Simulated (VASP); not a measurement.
Write the native input for VASP 6.6.1 that does the following.

| Property | Result |
| --- | --- |
| Task | single point |
| Functional | PBE |
| Potentials or basis | VASP PAW PBE potentials, release 64 (B, As_d, Ga_d) |
| Cutoff | 560 eV |
| k mesh | 6 × 4 × 6 |
| Occupations | fermi-dirac, width 0.02 eV |
| Spin | no spin polarisation |
| Dipole correction | no |
| Further INCAR settings | ALGO = Normal; EDIFF = 1e-06; NBANDS = 51 |

The structure of GaB3As4 lies in POSCAR:

```
GaB3As4
1.0
    3.5386557256      0.0000000000      0.0000000000
    0.0000000000      7.1499960058      0.0000000000
    0.0000000000      0.0000000000      5.0660562618
B As Ga
3 4 1
Direct
    0.0000000000      0.7661839703     -0.0002368044
    0.5000000000      0.0000000000      0.4938970630
    0.0000000000      0.2338160297     -0.0002368044
    0.5000000000      0.7764647999      0.2325345466
    0.0000000000      0.0000000000      0.7328636619
    0.5000000000      0.2235352001      0.2325345466
    0.0000000000      0.5000000000      0.8089604198
    0.5000000000      0.5000000000      0.4996833708
```

One way to write it, as run:

INCAR

```
SYSTEM = GaB3As4
PREC = Accurate
ENCUT = 560
EDIFF = 1E-6
ISMEAR = -1
SIGMA = 0.02
LREAL = .False.
LASPH = .True.
NELM = 120
ALGO = Normal
ISIF = 2
LWAVE = .False.
LCHARG = .False.
GGA = PE
NBANDS = 51
GGA_COMPAT = .False.
```

KPOINTS

```
regular mesh
0
Gamma
  6 4 6
  0 0 0
```

Potentials or basis: VASP PAW PBE potentials, release 64 (B, As_d, Ga_d).

Command:

```sh
$ cat potpaw_PBE.64/B/POTCAR potpaw_PBE.64/As_d/POTCAR potpaw_PBE.64/Ga_d/POTCAR > POTCAR
$ mpirun -np 1 vasp_std > vasp.out
```

Results of the run:

```json
{"Pressure": "-0.1 GPa", "Largest force": "0.010 eV/Å", "Band gap on the k mesh": "0.45 eV (least direct gap 0.52 eV)"}
```

Caveat: semilocal functionals underestimate gaps, and a narrow one can read as zero.

Wall time 3.5 min on 1 thread of Intel(R) Xeon(R) 6975P-C (Granite Rapids), with other jobs on the host, peak memory 0.42 GiB.
